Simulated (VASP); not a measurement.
**W8C8NO: single point with PBE+D3(BJ)**

The system is W8C8NO, a slab with vacuum.

```
CELL_PARAMETERS angstrom
5.71366 0.00000 0.00000
0.00000 5.60446 0.00000
0.00000 0.00000 16.12348
ATOMIC_POSITIONS crystal
W 0.00000 0.00000 0.06202
W 0.26176 0.99559 0.21337
W 0.00000 0.50000 0.06202
W 0.26146 0.50292 0.21326
W 0.50000 0.00000 0.06202
W 0.75960 0.00021 0.21430
W 0.50000 0.50000 0.06202
W 0.75542 0.49283 0.22378
C 0.50626 0.24871 0.16258
C 0.05276 0.25070 0.26898
C 0.51719 0.74941 0.16001
C 0.28400 0.75158 0.31733
C 0.00346 0.25238 0.16109
C 0.72636 0.33992 0.33888
C 0.00832 0.74890 0.16115
C 0.72146 0.77802 0.31850
N 0.50090 0.77571 0.33002
O 0.73392 0.28120 0.40772
```

- Program: VASP 6.6.1
- Task: single point
- Functional: PBE
- Dispersion: D3(BJ)
- Potentials or basis: VASP PAW PBE potentials, release 64 (W_sv, C, N, O)
- Cutoff: 520 eV
- k mesh: 4 × 5 × 1
- Occupations: gaussian, width 0.05 eV
- Spin: no spin polarisation

The largest force is 1.895 eV/Å and the band gap on the k mesh is zero (an odd number of electrons rules out a gap without spin polarisation). The dispersion energy per atom is -0.256 eV.

Forces in eV/Å, atoms in the order of the input:
```
W    0.235 -0.175  0.495
W    0.144 -0.079 -0.189
W    0.396  0.252  0.275
W    0.135  0.092 -0.211
W    0.410 -0.112 -0.253
W    0.083  0.011  0.074
W    0.460 -0.042  0.270
W    0.006 -0.083  0.192
C    0.066 -0.011  0.046
C   -1.667 -0.019 -0.901
C    0.161  0.005 -0.039
C   -0.069 -0.013 -0.056
C    0.030  0.021 -0.006
C   -0.384  0.321 -0.598
C    0.056 -0.008 -0.054
C    0.113  0.036  0.168
N    0.020  0.052 -0.088
O   -0.196 -0.247  0.874
```

Levels at points of the mesh, in eV from the Fermi level:
```tsv
k point	band 74	band 75	band 76	band 77	band 78	band 79	band 80	band 81
(0.00, 0.00, 0.00)	-0.67	-0.53	-0.22	0.12	0.39	0.60	0.91	1.13
(0.50, 0.00, 0.00)	-1.13	-0.74	-0.25	-0.22	-0.09	-0.08	0.26	0.67
```

It took 44 min on 1 thread of Intel Xeon 8259CL (shared host), peak memory 0.68 GiB.

Caveat: there is no dipole correction, which matters where the two faces differ; spin-orbit coupling is left out, which moves the levels of the heavy elements; an odd number of electrons without spin polarisation forces a metal; a magnetic or distorted state may lie lower.
